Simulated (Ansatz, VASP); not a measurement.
## Two plane-wave programs on Al8H

```
Al H
1.0
     5.71430    0.00000    0.00000
     0.00000    8.08124    0.00000
     0.00000    0.00000   22.24380
Al H
16 2
Direct
  0.25000 0.25000 0.17983
  0.25000 0.75000 0.17983
  0.75000 0.25000 0.17983
  0.75000 0.75000 0.17983
  0.00000 0.00000 0.24405
  0.00000 0.50000 0.24405
  0.50000 0.00000 0.24405
  0.50000 0.50000 0.24405
  0.25000 0.25000 0.31027
  0.25000 0.75000 0.31027
  0.75000 0.25000 0.31027
  0.75000 0.75000 0.31027
  0.00000 0.00000 0.37061
  0.00000 0.50000 0.37061
  0.50000 0.00000 0.37061
  0.50000 0.50000 0.37061
  0.75000 0.95978 0.44839
  0.75000 0.04022 0.44839
```

Alike in both runs: task single point; functional PBE; k mesh 5 × 4 × 1; occupations gaussian, width 0.1 eV; no spin polarisation.

|  | VASP | Ansatz |
| --- | --- | --- |
| version | VASP 6.6.1 | Ansatz 0.2.0 |
| potentials or method | VASP PAW PBE potentials, release 64 (Al, H), cutoff 520 eV | scalar-relativistic, plane waves, PAW |
| valence electrons in the cell | 50 | 50 |

|  | VASP | Ansatz | Ansatz less VASP |
| --- | --- | --- | --- |
| gap on the k mesh at the Fermi level (eV) | none | none | - |
| rms of the force components (eV/Å) | 1.030 | 1.023 | -0.0067 |

Atom by atom the forces differ by 0.007 eV/Å (rms over components). A gap of «none» marks a metal or a gap that the smearing closes. Ansatz's warnings: xc potential rough in thin density.
